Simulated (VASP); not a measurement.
# LiF in VASP: a series of runs, part 2 of 2

VASP 6.6.1.

## 3. Single point, PBE (equal xx and yy strain of +1 %)

Contents of INCAR:

```
SYSTEM = LiF
ALGO     = Normal         ! electronic algorithm
EDIFF    = 1E-7           ! SCF threshold, eV
ENCUT    = 520            ! plane-wave cutoff, eV
GGA      = PE             ! functional
ISIF     = 2              ! what is computed and relaxed
ISMEAR   = -1             ! smearing method
LASPH    = .TRUE.         ! aspherical terms in the spheres
LCHARG   = .FALSE.        ! write CHGCAR
LREAL    = .FALSE.        ! projectors in reciprocal space
LWAVE    = .FALSE.        ! write WAVECAR
NBANDS   = 12             ! bands
NELM     = 80             ! most SCF steps
PREC     = Accurate       ! precision mode
SIGMA    = 0.03           ! smearing width, eV
```

Contents of KPOINTS:

```
k-points
0
G
  10 10 10
  0 0 0
```

Contents of POSCAR:

```
LiF
1.0
    0.0000000000      2.0341400000      2.0140000000
    2.0341400000      0.0000000000      2.0140000000
    2.0341400000      2.0341400000      0.0000000000
Li F
1 1
Direct
    0.0000000000      0.0000000000      0.0000000000
    0.5000000000      0.5000000000      0.5000000000
```

Potentials or basis: VASP PAW PBE potentials, release 64 (Li_sv, F).

Started as:

```sh
$ cat potpaw_PBE.64/Li_sv/POTCAR potpaw_PBE.64/F/POTCAR > POTCAR
$ mpirun -np 1 vasp_std > vasp.out
```

OUTCAR:

```text
SYSTEM = LiF
   EDIFF = 1E-7
   ENCUT = 520
   GGA = PE
   ISIF = 2
   ISMEAR = -1
   LASPH = .TRUE.
   LREAL = .FALSE.
   NELM = 80
   PREC = Accurate

 ion  position               nearest neighbor table
   1  0.000  0.000  0.000-   2 2.01   2 2.01   2 2.03   2 2.03   2 2.03   2 2.03
   2  0.500  0.500  0.500-   1 2.01   1 2.01   1 2.03   1 2.03   1 2.03   1 2.03

  LATTYP: Found a body centered tetragonal cell.
 ALAT       =     2.8767083758
 C/A-ratio  =     1.4002114479

  Lattice vectors:

 A1 = (   0.0000000000,  -2.0341400000,  -2.0140000000)
 A2 = (   0.0000000000,   2.0341400000,  -2.0140000000)
 A3 = (   2.0341400000,   0.0000000000,   2.0140000000)

Analysis of symmetry for initial positions (statically):
=====================================================================
 Subroutine PRICEL returns:
 Original cell was already a primitive cell.

 Routine SETGRP: Setting up the symmetry group for a
 body centered tetragonal supercell.

 Subroutine GETGRP returns: Found 16 space group operations
 (whereof 16 operations were pure point group operations)
 out of a pool of 16 trial point group operations.

The static configuration has the point symmetry D_4h.

Analysis of symmetry for dynamics (positions and initial velocities):
=====================================================================
 Subroutine PRICEL returns:
 Original cell was already a primitive cell.

 Routine SETGRP: Setting up the symmetry group for a
 body centered tetragonal supercell.

 Subroutine GETGRP returns: Found 16 space group operations
 (whereof 16 operations were pure point group operations)
 out of a pool of 16 trial point group operations.

The dynamic configuration has the point symmetry D_4h.

 Subroutine INISYM returns: Found 16 space group operations
 (whereof 16 operations are pure point group operations),
 and found     1 'primitive' translations

----------------------------------------------------------------------------------------

                                     Primitive cell

  volume of cell :      16.6668

  direct lattice vectors                    reciprocal lattice vectors
     0.000000000  2.034140000  2.014000000    -0.245804124  0.245804124  0.248262165
     2.034140000  0.000000000  2.014000000     0.245804124 -0.245804124  0.248262165
     2.034140000  2.034140000  0.000000000     0.245804124  0.245804124 -0.248262165

  length of vectors
     2.862502671  2.862502671  2.876708376     0.427169096  0.427169096  0.427169096

  position of ions in fractional coordinates (direct lattice)
     0.000000000  0.000000000  0.000000000
     0.500000000  0.500000000  0.500000000

  ion indices of the primitive-cell ions
   primitive index   ion index
                 1           1
                 2           2

----------------------------------------------------------------------------------------

 KPOINTS: k-points

Automatic generation of k-mesh.
 Grid dimensions read from file:
 generate k-points for:   10   10   10

 Generating k-lattice:

  Cartesian coordinates                     Fractional coordinates (reciprocal lattice)
    -0.024580412  0.024580412  0.024826216     0.100000000  0.000000000  0.000000000
     0.024580412 -0.024580412  0.024826216     0.000000000  0.100000000  0.000000000
     0.024580412  0.024580412 -0.024826216    -0.000000000 -0.000000000  0.100000000

  Length of vectors
     0.042716910  0.042716910  0.042716910

  Shift w.r.t. Gamma in fractional coordinates (k-lattice)
     0.000000000  0.000000000  0.000000000

 Subroutine IBZKPT returns following result:
 ===========================================

 Found    102 irreducible k-points:

 Following reciprocal coordinates:
            Coordinates               Weight
  0.000000  0.000000  0.000000      1.000000
  0.100000 -0.000000  0.000000      8.000000
  0.200000 -0.000000  0.000000      8.000000
  0.300000  0.000000  0.000000      8.000000
  0.400000  0.000000  0.000000      8.000000
  0.500000 -0.000000  0.000000      4.000000
[... 16 lines left out ...]
  0.300000  0.300000  0.000000      2.000000
  0.400000  0.300000  0.000000      8.000000
 [... further k-points ...]
   k-points           NKPTS =    102   k-points in BZ     NKDIM =    102   number of bands    NBANDS=     12
   number of dos      NEDOS =    301   number of ions     NIONS =      2
   total plane-waves  NPLWV =  13824
   dimension x,y,z NGX =    24 NGY =   24 NGZ =   24
   dimension x,y,z NGXF=    48 NGYF=   48 NGZF=   48
   ions per type =               1   1
   NGX,Y,Z   is equivalent  to a cutoff of  13.94, 13.94, 13.87 a.u.
   NGXF,Y,Z  is equivalent  to a cutoff of  27.88, 27.88, 27.74 a.u.
 SYSTEM =  LiF
   PREC   = accura    normal or accurate (medium, high low for compatibility)
   ISTART =      0    job   : 0-new  1-cont  2-samecut
   ICHARG =      2    charge: 1-file 2-atom 10-const
   ISPIN  =      1    spin polarized calculation?
   LNONCOLLINEAR =      F non collinear calculations
   LSORBIT =      F    spin-orbit coupling
   LASPH  =      T    aspherical Exc in radial PAW
   ENCUT  =  520.0 eV  38.22 Ry    6.18 a.u.   5.32  5.32  5.35*2*pi/ulx,y,z
   NELM   =     80;   NELMIN=  2; NELMDL= -5     # of ELM steps
   EDIFF  = 0.1E-06   stopping-criterion for ELM
   LREAL  =      F    real-space projection
   EDIFFG = 0.1E-05   stopping-criterion for IOM
   NSW    =      0    number of steps for IOM
   IBRION =     -1    ionic relax: 0-MD 1-quasi-New 2-CG
   NFREE  =      0    steps in history (QN), initial steepest desc. (CG)
   ISIF   =      2    stress and relaxation
   ISYM   =      2    0-nonsym 1-usesym 2-fastsym
   POTIM  = 0.5000    time-step for ionic-motion
   TEBEG  =    0.0;   TEEND  =   0.0 temperature during run
   PSTRESS=    0.0 pullay stress
   NELECT =      10.0000    total number of electrons
   NUPDOWN=      -1.0000    fix difference up-down
   EMIN   =  10.00;   EMAX   =-10.00  energy-range for DOS
   EFERMI =   0.00;   METHOD = LEGACY
   ISMEAR =    -1;   SIGMA  =   0.03  broadening in eV -4-tet -1-fermi 0-gaus
   EFERMI_NEDOS =   21; number of points for ismear=-14 and -15
   IALGO  =     38    algorithm
   IMIX   =      4    mixing-type and parameters
     AMIX     =   0.40;   BMIX     =  1.00
     AMIX_MAG =   1.60;   BMIX_MAG =  1.00
  volume/ion in A,a.u.               =       8.33        56.24
  Fermi-wavevector in a.u.,A,eV,Ry     =   1.380780  2.609296 25.940229  1.906553
  Thomas-Fermi vector in A             =   2.505625
   LORBIT       =      0    0 simple, 1 ext, 2 COOP (PROOUT), +10 PAW based schemes
   GGA     = PE    functional components
   LHFCALC =     F    Hartree Fock is set to
   AEXX    =    0.0000 exact exchange contribution
   IVDW    =     0    specifies the selected vdW correction
   LEPSILON=     F    determine dielectric tensor
   LRPA    =     F    only Hartree local field effects (RPA)
 non-spin polarized calculation
  energy-cutoff  :      520.00
  volume of cell :       16.67
 maximum number of plane-waves:       461
 NGX is ok and might be reduce to    24
   NGX = 11   NGY = 11   NGZ = 11

 number of electron      10.0000000 magnetization

 number of electron       9.9999991 magnetization

 Free energy of the ion-electron system (eV)
  ---------------------------------------------------
  ext. energy  EPLUGINS =         0.00000000
  ---------------------------------------------------
  free energy    TOTEN  =        -9.64027315 eV

  energy without entropy =       -9.64027315  energy(sigma->0) =       -9.64027315

 E-fermi :  -0.3542     XC(G=0):  -9.8857

 val. band max:       -1.1298178863   @ k =   0.0000   0.0000   0.0000
 cond. band min:       7.7747843149   @ k =   0.0000   0.0000   0.0000
 fundamental gap:      8.9046022012
 Fermi energy:        -0.3542210698

 k-point     1 :       0.0000    0.0000    0.0000
  band No.  band energies     occupation
      1     -42.1029      2.00000
      2     -21.0580      2.00000
      3      -1.1538      2.00000
      4      -1.1298      2.00000
      5      -1.1298      2.00000
      6       7.7748      0.00000
      7      22.4918      0.00000
      8      22.4918      0.00000
      9      22.7191      0.00000
     10      22.9638      0.00000
     11      22.9638      0.00000
     12      23.0472      0.00000
[... 331 lines left out ...]
 k-point    24 :       0.4000    0.3000    0.0000
  band No.  band energies     occupation
      1     -42.0467      2.00000
      2     -20.5462      2.00000
      3      -3.3880      2.00000
      4      -1.9939      2.00000
      5      -1.8890      2.00000
      6      11.8189      0.00000
      7      15.4592      0.00000
      8      17.2408      0.00000
      9      18.7082      0.00000
     10      19.7701      0.00000
     11      32.4075      0.00000
     12      33.3308      0.00000

 [... further k-points ...]
[... 5 lines left out ...]
  --------------------------------------------------------------------------------------
  -------------------------------------------------------------------------------------
  Total        0.0006072      0.0006072      0.0735746      0.0000000      0.0000000     -0.0000000
  in kB        0.0583715      0.0583715      7.0727370      0.0000000      0.0000000     -0.0000000
  external PRESSURE =       2.3964933 kB  Pullay stress =       0.0000000 kB

 VOLUME and BASIS-vectors are now :
 -----------------------------------------------------------------------------
  energy-cutoff  :      520.00
  volume of cell :       16.67
      direct lattice vectors                 reciprocal lattice vectors
     0.000000000  2.034140000  2.014000000    -0.245804124  0.245804124  0.248262165
     2.034140000  0.000000000  2.014000000     0.245804124 -0.245804124  0.248262165
     2.034140000  2.034140000  0.000000000     0.245804124  0.245804124 -0.248262165

 POSITION                                       TOTAL-FORCE (eV/Angst)
 -----------------------------------------------------------------------------------
      0.00000      0.00000      0.00000         0.000000     -0.000000     -0.000000
      2.03414      2.03414      2.01400        -0.000000      0.000000      0.000000
 -----------------------------------------------------------------------------------
    total drift:                               -0.000000     -0.000000      0.000000

  FREE ENERGIE OF THE ION-ELECTRON SYSTEM (eV)
  ---------------------------------------------------
  free  energy   TOTEN  =        -9.6402731452 eV

  energy  without entropy=       -9.6402731452  energy(sigma->0) =       -9.64027315
```

It took 8.2 s on 1 thread of Intel Xeon 6975P-C (Granite Rapids), shared host; peak memory 0.14 GiB.

Results:

```yaml
Free_energy: -9.6403 eV
Band_gap_on_the_k_mesh: 8.90 eV, direct
```

Caveat: the cell differs from its parent crystal (equal xx and yy strain of +1 %); the cutoff is under 1.25 times the usual one of these potentials, so pressure, stress and relaxed cells hold a basis-set (Pulay) error.

## 4. Single point, PBE (equal xx and yy strain of +3 %)

Contents of INCAR:

```
SYSTEM = LiF
PREC     = Accurate       ! precision mode
ENCUT    = 520            ! plane-wave cutoff, eV
EDIFF    = 1E-6           ! SCF threshold, eV
ISMEAR   = -1             ! smearing method
SIGMA    = 0.03           ! smearing width, eV
LREAL    = .False.        ! projectors in reciprocal space
LASPH    = .True.         ! aspherical terms in the spheres
NELM     = 100            ! most SCF steps
ALGO     = Normal         ! electronic algorithm
ISIF     = 2              ! what is computed and relaxed
LWAVE    = .False.        ! write WAVECAR
LCHARG   = .True.         ! write CHGCAR
GGA      = PE             ! functional
LELF     = .True.         ! ELF
LVHAR    = .True.       
NBANDS   = 12             ! bands
```

Contents of KPOINTS:

```
regular mesh
0
Gamma
  10 10 10
  0 0 0
```

Contents of POSCAR:

```
LiF
1.0
    0.0000000000      2.0744200000      2.0140000000
    2.0744200000      0.0000000000      2.0140000000
    2.0744200000      2.0744200000      0.0000000000
Li F
1 1
Direct
    0.0000000000      0.0000000000      0.0000000000
    0.5000000000      0.5000000000      0.5000000000
```

Potentials or basis: VASP PAW PBE potentials, release 64 (Li_sv, F).

Started as:

```sh
$ cat potpaw_PBE.64/Li_sv/POTCAR potpaw_PBE.64/F/POTCAR > POTCAR
$ mpirun -np 1 vasp_std > vasp.out
```

OUTCAR:

```text
SYSTEM = LiF
   PREC = Accurate
   ENCUT = 520
   EDIFF = 1E-6
   ISMEAR = -1
   LREAL = .False.
   LASPH = .True.
   NELM = 100
   ISIF = 2
   GGA = PE

 ion  position               nearest neighbor table
   1  0.000  0.000  0.000-   2 2.01   2 2.01   2 2.07   2 2.07   2 2.07   2 2.07
   2  0.500  0.500  0.500-   1 2.01   1 2.01   1 2.07   1 2.07   1 2.07   1 2.07

  LATTYP: Found a body centered tetragonal cell.
 ALAT       =     2.9336728981
 C/A-ratio  =     1.3730228761

[... 548 lines left out ...]

------------------------ aborting loop because EDIFF is reached ----------------------------------------

  FORCE on cell =-STRESS in cart. coord.  units (eV):
  Direction    XX          YY          ZZ          XY          YZ          ZX
  --------------------------------------------------------------------------------------
  -------------------------------------------------------------------------------------
  Total       -0.2990140     -0.2990140     -0.1211429      0.0000000      0.0000000      0.0000000
  in kB      -27.6388049    -27.6388049    -11.1976187      0.0000000      0.0000000      0.0000000
  external PRESSURE =     -22.1584095 kB  Pullay stress =       0.0000000 kB

 VOLUME and BASIS-vectors are now :
 -----------------------------------------------------------------------------
  energy-cutoff  :      520.00
  volume of cell :       17.33
      direct lattice vectors                 reciprocal lattice vectors
     0.000000000  2.074420000  2.014000000    -0.241031228  0.241031228  0.248262165
     2.074420000  0.000000000  2.014000000     0.241031228 -0.241031228  0.248262165
     2.074420000  2.074420000  0.000000000     0.241031228  0.241031228 -0.248262165

 POSITION                                       TOTAL-FORCE (eV/Angst)
 -----------------------------------------------------------------------------------
      0.00000      0.00000      0.00000         0.000000      0.000000     -0.000000
      2.07442      2.07442      2.01400        -0.000000     -0.000000      0.000000
 -----------------------------------------------------------------------------------
    total drift:                               -0.000000     -0.000000      0.000000

  FREE ENERGIE OF THE ION-ELECTRON SYSTEM (eV)
  ---------------------------------------------------
  free  energy   TOTEN  =        -9.6362856791 eV

  energy  without entropy=       -9.6362856791  energy(sigma->0) =       -9.63628568
```

OSZICAR:

```text
N       E                     dE             d eps       ncg     rms          rms(c)
DAV:   1     0.324391748850E+02    0.32439E+02   -0.53108E+03  2524   0.842E+02
DAV:   2    -0.899930381943E+01   -0.41438E+02   -0.40616E+02  2964   0.187E+02
DAV:   3    -0.101387648817E+02   -0.11395E+01   -0.11368E+01  3204   0.276E+01
DAV:   4    -0.101516100076E+02   -0.12845E-01   -0.12844E-01  2808   0.316E+00
DAV:   5    -0.101517852204E+02   -0.17521E-03   -0.17521E-03  3204   0.276E-01    0.456E+00
DAV:   6    -0.962473877322E+01    0.52705E+00   -0.26182E+00  2744   0.985E+00    0.144E+00
DAV:   7    -0.962899953270E+01   -0.42608E-02   -0.17451E-02  3180   0.116E+00    0.875E-01
DAV:   8    -0.963616232548E+01   -0.71628E-02   -0.16273E-02  3024   0.132E+00    0.116E-01
DAV:   9    -0.963618861454E+01   -0.26289E-04   -0.96738E-04  2860   0.277E-01    0.449E-02
DAV:  10    -0.963628110353E+01   -0.92489E-04   -0.15534E-04  2756   0.947E-02    0.152E-02
DAV:  11    -0.963628514762E+01   -0.40441E-05   -0.62396E-06  3136   0.237E-02    0.159E-03
DAV:  12    -0.963628567909E+01   -0.53147E-06   -0.58385E-07  2776   0.664E-03
   1 F= -.96362857E+01 E0= -.96362857E+01  d E =-.554812E-11
```

Wall time 9 s (1 thread of Intel Xeon 6975P-C (Granite Rapids), shared host); peak memory 0.13 GiB.

What came out:

```
Free energy            : -9.6363 eV
Band gap on the k mesh : 8.56 eV, direct
```

Caveat: the cell differs from its parent crystal (equal xx and yy strain of +3 %); the cutoff is under 1.25 times the usual one of these potentials, so pressure, stress and relaxed cells hold a basis-set (Pulay) error. A k mesh can miss the band edges.

## 5. Single point, PBE (equal xy, yz and zx shear strains of -3 %)

Contents of INCAR:

```
ALGO = Normal
EDIFF = 1E-6
ENCUT = 520
GGA = PE
ISIF = 2
ISMEAR = -1
LASPH = True
LCHARG = False
LREAL = False
LWAVE = False
NBANDS = 12
NELM = 80
PREC = Accurate
SIGMA = 0.03
```

Contents of KPOINTS:

```
k-points
0
Gamma
  10 10 10
```

Contents of POSCAR:

```
LiF
1.0
   -0.0604200000      1.9837900000      1.9837900000
    1.9837900000     -0.0604200000      1.9837900000
    1.9837900000      1.9837900000     -0.0604200000
Li F
1 1
Direct
    0.0000000000      0.0000000000      0.0000000000
    0.5000000000      0.5000000000      0.5000000000
```

Started as:

```sh
$ cat potpaw_PBE.64/Li_sv/POTCAR potpaw_PBE.64/F/POTCAR > POTCAR
$ mpirun -np 1 vasp_std > vasp.out
```

Wall time 8.7 s (1 thread of Intel Xeon 6975P-C (Granite Rapids), shared host); peak memory 0.14 GiB.

It converged, with:

| Item | Value |
| --- | --- |
| Free energy | -9.6291 eV |
| Band gap on the k mesh | 8.93 eV, direct |

Levels at points of the mesh, in eV from the valence-band top:
```
           k point  band 2  band 3  band 4  band 5  band 6  band 7  band 8  band 9
(0.00, 0.00, 0.00)  -20.13   -0.23   -0.23    0.00    8.93   23.65   23.65   23.68
(0.50, 0.00, 0.00)  -19.72   -2.69   -0.40   -0.27   10.66   16.42   18.69   19.23
(0.50, 0.50, 0.00)  -19.43   -3.16   -1.29   -1.01   14.63   16.27   17.36   19.79
(0.50, 0.50, 0.50)  -19.62   -2.63   -0.51   -0.51   10.45   17.09   18.17   18.17
```

Caveat: the cell differs from its parent crystal (equal xy, yz and zx shear strains of -3 %); the cutoff is under 1.25 times the usual one of these potentials, so pressure, stress and relaxed cells hold a basis-set (Pulay) error.

## 6. The runs side by side

```tsv
cell	gap on the mesh (eV)
a = 2.820, b = 2.820, c = 2.791 Å, angles 60.3, 60.3, 59.3°, 2 atoms	9.43
a = 2.863, b = 2.863, c = 2.877 Å, angles 59.8, 59.8, 60.3°, 2 atoms	8.90
a = 2.891, b = 2.891, c = 2.934 Å, angles 59.5, 59.5, 61.0°, 2 atoms	8.56
a = 2.806 Å, angles 62.0°, 2 atoms	8.93
```

Alike in all rows: task single point; level PBE; potentials or basis VASP PAW PBE potentials, release 64 (Li_sv, F); no spin polarisation; k mesh 10 × 10 × 10; cutoff (eV) 520; smearing fermi-dirac 0.03 eV.

Caveats: the cutoff is under 1.25 times the usual one of these potentials, so pressure, stress and relaxed cells hold a basis-set (Pulay) error.

Total energies depend on the potentials used, so only differences within one code and one set of settings carry meaning.
